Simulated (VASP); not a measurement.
A run of VASP 6.6.1:

File INCAR:

```
SYSTEM = BN
PREC = Accurate
ENCUT = 520
EDIFF = 1E-6
ISMEAR = 0
SIGMA = 0.01
LREAL = .FALSE.
LASPH = .TRUE.
NELM = 100
ALGO = Normal
ISIF = 2
LWAVE = .FALSE.
LCHARG = .FALSE.
GGA = PS
NBANDS = 16
```

The input KPOINTS:

```
regular mesh
0
G
  8 8 5
  0 0 0
```

Contents of POSCAR:

```
BN
1.0
    2.5775811609      0.0000000000      0.0000000000
   -1.2887905804      2.2322503347      0.0000000000
    0.0000000000      0.0000000000      4.2678483023
B N
2 2
Direct
    0.6666666667      0.3333333333      0.0000000000
    0.3333333333      0.6666666667      0.5000000000
    0.6666666667      0.3333333333      0.3750000000
    0.3333333333      0.6666666667      0.8750000000
```

Potentials or basis: VASP PAW PBE potentials, release 64 (B, N).

The run is started by

```console
$ cat potpaw_PBE.64/B/POTCAR potpaw_PBE.64/N/POTCAR > POTCAR
$ mpirun -np 1 vasp_std > vasp.out
```

Hardware: 1 thread of Intel(R) Xeon(R) 6975P-C (Granite Rapids) (shared host).

Q: How long does it take, and how much memory?

A: Run time: 9.5 s on 1 thread of Intel(R) Xeon(R) 6975P-C (Granite Rapids) (shared host), peak memory 0.12 GiB. Counts: scf iterations 12, k points 30.
